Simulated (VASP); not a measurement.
The system is Si.

```xyz
6
Lattice="-3.3875 -1.8255 0.0548 -0.2971 -0.0045 4.2750 -3.2562 5.2307 0.0539" Properties=species:S:1:pos:R:3 pbc="T T T"
Si   -4.8583    1.6882    3.0618
Si   -1.5644    0.0413    2.6369
Si   -5.4576    3.4521    1.3851
Si   -2.0630    1.5393    1.5589
Si   -3.1898    3.4963    0.1245
Si   -3.3923   -0.0106    0.1091
```

* Program: VASP 6.6.1
* Task: relaxation of cell and atoms
* Functional: PBE
* Potentials or basis: VASP PAW PBE potentials, release 64 (Si)
* Cutoff: 600 eV
* k mesh: 6 × 6 × 4
* Occupations: gaussian, width 0.2 eV
* Spin: no spin polarisation

At the start: pressure 7.1 GPa; volume 16.84 Å³/atom.

Q: How do energy, volume and symmetry change on relaxing?

A: Over 61 steps the energy falls by 473.3 meV/atom and the volume is 18.10 Å³/atom (+7.5 %); space group P1 (No. 1, to 0.1 Å) before, P6_222 (No. 180, to 0.1 Å).

Step by step:
| step | energy change (eV) | largest force (eV/Å) | pressure (GPa) | volume (Å³) |
| --- | --- | --- | --- | --- |
| 1 | 0.0000 | 9.2232 | 7.11 | 101.05 |
| 3 | -1.2693 | 0.9690 | -5.83 | 110.79 |
| 5 | -1.6298 | 1.1274 | -3.87 | 105.57 |
| 7 | -1.6327 | 1.1553 | -3.62 | 105.30 |
| 9 | -1.8472 | 0.5658 | 1.32 | 98.87 |
| 11 | -1.9142 | 0.2814 | -0.33 | 100.29 |
| 13 | -1.9387 | 0.2107 | 0.34 | 99.70 |
| 15 | -1.9484 | 0.1487 | -0.28 | 100.54 |
| 17 | -1.9522 | 0.0877 | 0.54 | 99.92 |
| 19 | -1.9590 | 0.1179 | 0.06 | 100.81 |
| 21 | -1.9596 | 0.1643 | -0.10 | 101.13 |
| 23 | -1.9680 | 0.1438 | -0.06 | 101.74 |
| 25 | -1.9802 | 0.2292 | 0.32 | 102.14 |
| 27 | -1.9993 | 0.2632 | 0.19 | 102.99 |
| 29 | -2.0762 | 0.5979 | -0.23 | 106.81 |
| 31 | -2.0817 | 0.6088 | -0.28 | 107.06 |
| 33 | -2.0977 | 0.6665 | -0.55 | 108.17 |
| 35 | -2.0995 | 0.7209 | -0.66 | 108.58 |
| 37 | -2.1537 | 0.6890 | -0.80 | 109.00 |
| 39 | -2.3498 | 0.7018 | -1.79 | 110.85 |
| 41 | -2.4054 | 0.7737 | -2.79 | 112.11 |
| 43 | -2.6503 | 0.6394 | 0.61 | 107.82 |
| 45 | -2.6741 | 0.5989 | 2.10 | 106.25 |
| 47 | -2.7940 | 0.3545 | -0.18 | 108.53 |
| 49 | -2.8031 | 0.2557 | -0.03 | 108.39 |
| 51 | -2.8175 | 0.2498 | 0.10 | 108.36 |
| 53 | -2.8335 | 0.1041 | -0.02 | 108.62 |
| 55 | -2.8382 | 0.0828 | 0.01 | 108.60 |
| 57 | -2.8395 | 0.0334 | 0.00 | 108.62 |
| 59 | -2.8397 | 0.0260 | 0.00 | 108.62 |
| 61 | -2.8400 | 0.0177 | -0.01 | 108.63 |

Final structure:
```
CELL_PARAMETERS angstrom
-3.37545 -1.95754 -0.09211
-0.10730 -0.00904 4.11289
-3.39495 5.85050 -0.07591
ATOMIC_POSITIONS crystal
Si 0.91647 0.66585 0.58348
Si 0.41675 0.66776 0.08326
Si 0.66389 0.33302 0.83281
Si 0.16944 0.33355 0.33376
Si 0.16407 0.99977 0.83376
Si 0.66938 0.00005 0.33293
```
